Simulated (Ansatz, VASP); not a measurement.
Two plane-wave programs on Pb

```
Pb
1.0
     3.39135    0.00000    0.00000
    -1.69567    2.93699    0.00000
     0.00000    0.00000    3.16879
Pb
1
Direct
  0.00000 0.00000 0.00000
```

Alike in both runs: task relaxation of cell and atoms; functional PBEsol; k mesh 18 × 18 × 18; occupations gaussian, width 0.1 eV; no spin polarisation.

|  | VASP | Ansatz |
| --- | --- | --- |
| version | VASP 6.6.1 | Ansatz 0.2.0 |
| potentials or method | VASP PAW PBE potentials, release 64 (Pb_d), cutoff 600 eV | scalar-relativistic, plane waves, PAW |
| valence electrons in the cell | 14 | 14 |

|  | VASP | Ansatz | Ansatz less VASP |
| --- | --- | --- | --- |
| gap on the k mesh at the Fermi level, each at its own relaxed structure (eV) | none | none | - |
| relaxed volume (Å³/atom) | 31.09 | 31.07 | -0.022 |
| relaxed cell length with the largest relative difference (Å) | 3.352 | 3.351 | -0.0010 |

VASP's potentials were made for PBE, not for PBEsol. A gap of «none» marks a metal or a gap that the smearing closes.

Spin-orbit coupling is off throughout.
